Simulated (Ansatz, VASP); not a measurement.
## WSe2: VASP beside Ansatz

```
CELL_PARAMETERS angstrom
3.29000 0.00000 0.00000
-1.64500 2.84922 0.00000
0.00000 0.00000 12.97000
ATOMIC_POSITIONS crystal
W 0.33333 0.66667 0.25000
W 0.66667 0.33333 0.75000
Se 0.35786 0.59966 0.62100
Se 0.66667 0.33333 0.12100
Se 0.33333 0.66667 0.87900
Se 0.66667 0.33333 0.37900
```

Alike in both runs: task single point; functional PBE; k mesh 12 × 12 × 2; occupations gaussian, width 0.05 eV; no spin polarisation.

```csv
,VASP,Ansatz
version,VASP 6.6.1,Ansatz 0.2.0
potentials or method,"VASP PAW PBE potentials, release 64 (W_sv, Se), cutoff 520 eV","scalar-relativistic, plane waves, PAW"
valence electrons in the cell,52,92
```

Ansatz gave:

* gap on the k mesh at the Fermi level (eV): 0.92
* least direct gap on the mesh (eV): 1.49
* pressure (GPa): 4.8
* traceless stress, the component that is largest in VASP (GPa): 4.56
* rms of the force components (eV/Å): 0.967

What did VASP give for the same quantities?

gap on the k mesh at the Fermi level (eV): 0.92; least direct gap on the mesh (eV): 1.49; pressure (GPa): 5.1; traceless stress, the component that is largest in VASP (GPa): 4.58; rms of the force components (eV/Å): 0.975.

Atom by atom the forces differ by 0.023 eV/Å (rms over components). VASP's potentials hold 52 valence electrons a cell and Ansatz's 92, so a difference there can come from the potentials and not from the codes.

Spin-orbit coupling is off throughout.
